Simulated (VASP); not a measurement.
A run of VASP 6.6.1:

INCAR

```
PREC = Accurate
ENCUT = 520
EDIFF = 1E-6
ISMEAR = 0
SIGMA = 0.1
LREAL = False
LASPH = True
NELM = 60
ALGO = Normal
ISIF = 2
LWAVE = False
LCHARG = False
LDIPOL = True
IDIPOL = 3
DIPOL = 0.5 0.5 0.287
GGA = PE
NBANDS = 104
```

KPOINTS

```
regular mesh
0
Gamma
  5 5 1
```

File POSCAR:

```
HRh6
1.0
    5.4163401145      0.0000000000      0.0000000000
    0.0000000000      5.4163401145      0.0000000000
    0.0000000000      0.0000000000     21.6737367085
Rh H
12 2
Direct
    0.2500000000      0.2500000000      0.1845551625
    0.2500000000      0.7500000000      0.1845551625
    0.7500000000      0.2500000000      0.1845551625
    0.7500000000      0.7500000000      0.1845551625
    0.0000000000      0.0000000000      0.2693761947
    0.0000000000      0.5000000000      0.2693761947
    0.5000000000      0.0000000000      0.2693761947
    0.5000000000      0.5000000000      0.2693761947
    0.2500000000      0.2500000000      0.3540569313
    0.2500000000      0.7500000000      0.3540569313
    0.7500000000      0.2500000000      0.3540569313
    0.7500000000      0.7500000000      0.3540569313
    0.3619916800      0.5000000000      0.3895838001
    0.6380083200      0.5000000000      0.3895838001
```

Potentials or basis: VASP PAW PBE potentials, release 64 (Rh_pv, H).

Run with:

```console
$ cat potpaw_PBE.64/Rh_pv/POTCAR potpaw_PBE.64/H/POTCAR > POTCAR
$ mpirun -np 1 vasp_std > vasp.out
```

Hardware: 1 thread of Intel(R) Xeon(R) Platinum 8259CL CPU @ 2.50GHz (Skylake/Cascade Lake) (shared host).

Problem. Estimate the wall time of this run.

Solution. Wall time 28 min on 1 thread of Intel(R) Xeon(R) Platinum 8259CL CPU @ 2.50GHz (Skylake/Cascade Lake), on a shared host, peak memory 0.78 GiB. Counts: scf iterations 32, k points 9.
